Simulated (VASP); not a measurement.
Lu:

```xyz
2
Lattice="3.4700 0.0000 0.0000 -1.7350 3.0051 0.0000 0.0000 0.0000 5.6665" Properties=species:S:1:pos:R:3 pbc="T T T"
Lu    0.0000    2.0034    1.4166
Lu    1.7350    1.0017    4.2499
```

```yaml
Program: VASP 6.6.1
Task: relaxation of cell and atoms
Functional: r2SCAN
Potentials_or_basis: VASP PAW PBE potentials, release 64 (Lu)
Cutoff: 600 eV
k_mesh: 9 × 9 × 5
Occupations: fermi-dirac, width 0.1 eV
Spin: no spin polarisation
```

At the start: pressure -0.1 GPa; volume 29.54 Å³/atom.

Q: Where does the relaxation end?

A: Over 3 steps the energy falls by 7.6 meV/atom and the volume is 29.39 Å³/atom (-0.5 %); space group P6_3/mmc (No. 194, to 0.1 Å) before and after.

The path:
```tsv
step	energy change (eV)	largest force (eV/Å)	pressure (GPa)	volume (Å³)
1	0.0000	0.0000	-0.11	59.09
2	-0.0134	0.0000	-0.05	58.90
3	-0.0153	0.0000	-0.10	58.78
```

Final structure:
```
Lu
1.0
     3.51307    0.00000    0.00000
    -1.75654    3.04241    0.00000
     0.00000    0.00000    5.49975
Lu
2
Cartesian
  0.0000 2.0283 1.3749
  1.7565 1.0141 4.1248
```

Caveat: the PAW data sets were made with another functional, which shifts forces and pressure a little.
